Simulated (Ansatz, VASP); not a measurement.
## As: VASP beside Ansatz

```
As
1.0
     2.81238    0.00000    0.00000
     0.00000    2.81238    0.00000
     0.00000    0.00000    2.81238
As
1
Cartesian
  0.0000 0.0000 0.0000
```

Alike in both runs: task single point; functional r2SCAN; k mesh 13 × 13 × 13; occupations fermi-dirac, width 0.1 eV; no spin polarisation.

|  | VASP | Ansatz |
| --- | --- | --- |
| version | VASP 6.6.1 | Ansatz 0.2.0 |
| potentials or method | VASP PAW PBE potentials, release 64 (As), cutoff 520 eV | plane waves (500 eV) with PAW, scalar-relativistic |
| valence electrons in the cell | 5 | 15 |

|  | VASP | Ansatz | Ansatz less VASP |
| --- | --- | --- | --- |
| pressure (GPa) | -7.9 | -7.8 | +0.07 |

VASP's potentials were made for PBE, not for r2SCAN. With one functional, cell and mesh, what is left measures potentials, basis and numerics. VASP's potentials hold 5 valence electrons a cell and Ansatz's 15, so a difference there can come from the potentials and not from the codes.
